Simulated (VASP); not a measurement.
Runs of VASP 6.6.1 on TaPAu3. The structure is that of space group Pm-3m (No. 221), or close to it. The cells are those of the table. 

```csv
task,cell,k mesh,cutoff (eV),gap on the mesh (eV),pressure (GPa),relaxed volume (Å³/atom)
relaxation of cell and atoms,"relaxed from a = 4.388 Å, 5 atoms",4 × 4 × 4,600,none,0.0,19.79
relaxation of cell and atoms,"relaxed from a = 4.627 Å, 5 atoms",8 × 8 × 8,600,none,0.0,19.80
single point,"a = 4.627 Å, 5 atoms",4 × 4 × 4,520,none,(b),-
single point,"a = 4.388 Å, 5 atoms",4 × 4 × 4,520,none,29.3,-
single point,"a = 4.627 Å, 5 atoms",8 × 8 × 8,520,none,(a),-
```

Alike in all rows: level PBE; potentials or basis VASP PAW PBE potentials, release 64 (Ta_pv, P, Au); no spin polarisation; smearing gaussian 0.1 eV.

Q: Estimate the missing entries.

A: (a) -0.2; (b) -0.1.

Caveats: spin-orbit coupling is left out, which moves the levels of the heavy elements; the volume moved by over 15 % at a fixed basis, so the end points are rough (at least some runs); the cell stands under pressure (at least some runs).

A k mesh can miss the band edges, and the runs leave out spin-orbit coupling on Au, Ta.

A gap of «none» marks levels without a gap at the run's occupations.
